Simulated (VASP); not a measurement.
Here is a VASP 6.6.1 calculation.

INCAR

```
SYSTEM = SiC
ALGO     = Normal         ! electronic algorithm
EDIFF    = 1E-6           ! SCF threshold, eV
ENCUT    = 520            ! plane-wave cutoff, eV
GGA      = PS             ! functional
ISIF     = 2              ! what is computed and relaxed
ISMEAR   = 0              ! smearing method
LASPH    = .True.         ! aspherical terms in the spheres
LCHARG   = .False.        ! write CHGCAR
LREAL    = .False.        ! projectors in reciprocal space
LWAVE    = .False.        ! write WAVECAR
NBANDS   = 11             ! bands
NELM     = 80             ! most SCF steps
PREC     = Accurate       ! precision mode
SIGMA    = 0.05           ! smearing width, eV
```

File KPOINTS:

```
k-points
0
Gamma
  10 10 10
  0 0 0
```

File POSCAR:

```
SiC
1.0
    0.0000000000      2.1603089512      2.1603089512
    2.1603089512      0.0000000000      2.1603089512
    2.1603089512      2.1603089512      0.0000000000
Si C
1 1
Direct
    0.0058896629     -0.0058896629      0.0058896629
    0.7362283587      0.7637716413      0.7362283587
```

Potentials or basis: VASP PAW PBE potentials, release 64 (Si, C).

Command:

```sh
$ cat potpaw_PBE.64/Si/POTCAR potpaw_PBE.64/C/POTCAR > POTCAR
$ mpirun -np 1 vasp_std > vasp.out
```

(1) Estimate the pressure.

(2) Estimate the band gap on the k mesh.

Answers

(1) 7.1 GPa.

(2) 0.81 eV, indirect (least direct gap 4.27 eV).

Caveat: the PAW data sets were made with another functional, which shifts forces and pressure a little.
